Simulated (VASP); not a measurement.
Wanted: the native input for a VASP 6.6.1 run.

```
Task                   : single point
Functional             : PBEsol
Potentials or basis    : VASP PAW PBE potentials, release 64 (Mo_sv, S)
Cutoff                 : 520 eV
k mesh                 : 12 × 12 × 2
Occupations            : gaussian, width 0.02 eV
Spin                   : no spin polarisation
Dipole correction      : no
Further INCAR settings : ALGO = Normal; EDIFF = 1e-07; NBANDS = 49
```

The structure of MoS2 lies in POSCAR:

```
MoS2
1.0
    3.1430697402      0.0000000000      0.0000000000
   -1.5715348701      2.7219782409      0.0000000000
    0.0000000000      0.0000000000     18.8551784641
Mo S
3 6
Direct
    0.0000000000      0.0000000000      0.0002317093
    0.6666666667      0.3333333333      0.3335650426
    0.3333333333      0.6666666667      0.6668983760
    0.3333333333      0.6666666667      0.2509161738
    0.6666666667      0.3333333333      0.0828511168
    0.0000000000      0.0000000000      0.5842495072
    0.3333333333      0.6666666667      0.4161844502
    0.6666666667      0.3333333333      0.9175828405
    0.0000000000      0.0000000000      0.7495177835
```

The input as run:

INCAR

```
ALGO     = Normal         # electronic algorithm
EDIFF    = 1E-7           # SCF threshold, eV
ENCUT    = 520            # plane-wave cutoff, eV
GGA      = PS             # functional
ISIF     = 2              # what is computed and relaxed
ISMEAR   = 0              # smearing method
LASPH    = T              # aspherical terms in the spheres
LCHARG   = F              # write CHGCAR
LREAL    = F              # projectors in reciprocal space
LWAVE    = F              # write WAVECAR
NBANDS   = 49             # bands
NELM     = 60             # most SCF steps
PREC     = Accurate       # precision mode
SIGMA    = 0.02           # smearing width, eV
```

KPOINTS

```
k-points
0
Gamma
  12 12 2
```

Potentials or basis: VASP PAW PBE potentials, release 64 (Mo_sv, S).

Run with:

```bash
$ cat potpaw_PBE.64/Mo_sv/POTCAR potpaw_PBE.64/S/POTCAR > POTCAR
$ mpirun -np 1 vasp_std > vasp.out
```

Results of the run:

```yaml
Pressure: 0.0 GPa
Band_gap_on_the_k_mesh: 1.02 eV
```

Caveat: the PAW data sets were made with another functional, which shifts forces and pressure a little; this functional lacks dispersion, which binds the layers, so the pressure and a relaxed spacing across them are unreliable.

Wall time 10 min on 1 thread of Intel Xeon 8259CL, on a shared host, peak memory 0.39 GiB.
